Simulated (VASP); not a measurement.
Input of a VASP 6.6.1 run:

Contents of INCAR:

```
SYSTEM = ZnCd2Te2
ALGO = Normal
DIPOL = 0.5 0.5 0.368
EDIFF = 1E-6
EDIFFG = -0.025
ENCUT = 520
GGA = PE
IBRION = 2
IDIPOL = 3
ISIF = 2
ISMEAR = 0
LASPH = .True.
LCHARG = .False.
LDIPOL = .True.
LREAL = .False.
LWAVE = .False.
NELM = 80
NSW = 36
PREC = Accurate
SIGMA = 0.05
```

KPOINTS

```
k-points
0
Gamma
  6 6 1
  0 0 0
```

POSCAR

```
ZnCd2Te2
1.0
    4.6794578583      0.0000000000      0.0000000000
   -2.3397289292      4.0525293813      0.0000000000
    0.0000000000      0.0000000000     20.0807280860
Te Cd Zn
2 2 1
Selective dynamics
Direct
    0.0000000000      0.0000000000      0.1991959646  F F F
    0.3333333333      0.6666666667      0.4037116126  F F F
    0.3333333333      0.6666666667      0.2467634796  F F F
    0.6666666667      0.3333333333      0.4273116019  F F F
    1.1111111111      0.5555555556      0.5637668779  F F T
```

Potentials or basis: VASP PAW PBE potentials, release 64 (Te, Cd, Zn).

The run is started by

```sh
$ cat potpaw_PBE.64/Te/POTCAR potpaw_PBE.64/Cd/POTCAR potpaw_PBE.64/Zn/POTCAR > POTCAR
$ mpirun -np 1 vasp_std > vasp.out
```

(1) Estimate the energy gained by relaxing.

(2) Predict the band gap on the k mesh.

Results:

(1) 10.7 meV/atom.

(2) zero (filled and empty bands touch).

Caveat: spin-orbit coupling is left out, which moves the levels of the heavy elements.
